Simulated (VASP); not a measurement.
Write the native input for VASP 6.6.1 that does the following.

```yaml
Task: single point
Functional: PBE
Potentials_or_basis: VASP PAW PBE potentials, release 64 (Cs_sv)
Cutoff: 520 eV
k_mesh: 3 × 3 × 3
Occupations: tetrahedron
Spin: collinear spin, zero start
Starting_moments: "[0.0] μB"
Dipole_correction: no
Further_INCAR_settings: ALGO = Normal; EDIFF = 1e-06; NBANDS = 14
```

The structure of Cs lies in POSCAR:

```
Cs
1.0
   -3.1284650614      3.1284650614      3.1284650614
    3.1284650614     -3.1284650614      3.1284650614
    3.1284650614      3.1284650614     -3.1284650614
Cs
1
Direct
    0.0000000000      0.0000000000      0.0000000000
```

These files were run (other wordings do the same):

INCAR

```
PREC = Accurate ; ENCUT = 520
EDIFF = 1E-6 ; ISMEAR = -5
SIGMA = 0.1 ; LREAL = F
LASPH = T ; NELM = 150
ALGO = Normal ; ISIF = 2
LWAVE = F ; LCHARG = F
ISPIN = 2 ; MAGMOM = 0
LORBIT = 11 ; GGA = PE
NBANDS = 14
```

KPOINTS

```
regular mesh
0
Gamma
  3 3 3
```

Potentials or basis: VASP PAW PBE potentials, release 64 (Cs_sv).

Launch:

```console
$ cat potpaw_PBE.64/Cs_sv/POTCAR > POTCAR
$ mpirun -np 1 vasp_std > vasp.out
```

It gave:

```
Pressure                                              : -0.1 GPa
Net moment                                            : 0.00 μB per cell
Valence electrons inside the program's atomic spheres : Cs 6.54
```

Caveat: the k points lie up to 0.47 Å⁻¹ apart; tetrahedron occupations give inexact forces and stress in metals.

Wall time 18 s on 1 thread of AMD EPYC 9R45 (Zen 5), on a shared host, peak memory 0.23 GiB.
